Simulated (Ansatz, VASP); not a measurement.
Two plane-wave programs on HfO2

```xyz
6
Lattice="3.3980 0.0000 0.0000 0.0000 3.3980 0.0000 0.0000 0.0000 4.9425" Properties=species:S:1:pos:R:3 pbc="T T T"
Hf    1.6990    1.6990    2.4713
Hf    0.0000    0.0000    0.0000
O     0.0000    1.6990    3.4408
O     1.6990    0.0000    3.9730
O     1.6990    0.0000    1.5017
O     0.0000    1.6990    0.9695
```

Change from the starting cell: strain -0.050 along x and y, -0.050 along z, atoms carried along.

Alike in both runs: task single point; functional r2SCAN; k mesh 6 × 6 × 6; occupations gaussian, width 0.05 eV; no spin polarisation.

```csv
,VASP,Ansatz
version,VASP 6.6.1,Ansatz 0.2.0
potentials or method,"VASP PAW PBE potentials, release 64 (Hf_pv, O), cutoff 520 eV","scalar-relativistic, plane waves, PAW"
valence electrons in the cell,44,76
```

Ansatz gave:

- gap on the k mesh at the Fermi level (eV): 5.76
- least direct gap on the mesh (eV): 5.89
- pressure (GPa): 55.1
- traceless stress, the component that is largest in VASP (GPa): -4.59
- rms of the force components (eV/Å): 0.489

Problem. Estimate VASP's values.

Solution. gap on the k mesh at the Fermi level (eV): 5.75; least direct gap on the mesh (eV): 5.90; pressure (GPa): 50.6; traceless stress, the component that is largest in VASP (GPa): -4.61; rms of the force components (eV/Å): 0.475.

VASP's potentials were made for PBE, not for r2SCAN. Atom by atom the forces differ by 0.015 eV/Å (rms over components). Both programs put the cell under a high pressure, so it lies far from rest at this level. VASP's potentials hold 44 valence electrons a cell and Ansatz's 76, so a difference there can come from the potentials and not from the codes.

Spin-orbit coupling is off throughout.
